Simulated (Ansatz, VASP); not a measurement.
## One calculation of Rh, two programs

```
Rh
1.0
     2.69760    0.00000    0.00000
    -1.34880    2.33619    0.00000
     0.00000    0.00000    4.59560
Rh
2
Direct
  0.66667 0.33333 0.75000
  0.33333 0.66667 0.25000
```

Alike in both runs: task single point; functional PBE; k mesh 18 × 18 × 10; occupations gaussian, width 0.15 eV; no spin polarisation.

|  | VASP | Ansatz |
| --- | --- | --- |
| version | VASP 6.6.1 | Ansatz 0.2.0 |
| potentials or method | VASP PAW PBE potentials, release 64 (Rh_pv), cutoff 520 eV | scalar-relativistic, plane waves, PAW |
| valence electrons in the cell | 30 | 34 |

```tsv
	VASP	Ansatz	Ansatz less VASP
gap on the k mesh at the Fermi level (eV)	none	none	-
pressure (GPa)	-5.7	-5.7	+0.03
traceless stress, the component that is largest in VASP (GPa)	-8.23	-8.23	-0.001
```

A gap of «none» marks a metal or a gap that the smearing closes. VASP's potentials hold 30 valence electrons a cell and Ansatz's 34, so a difference there can come from the potentials and not from the codes.
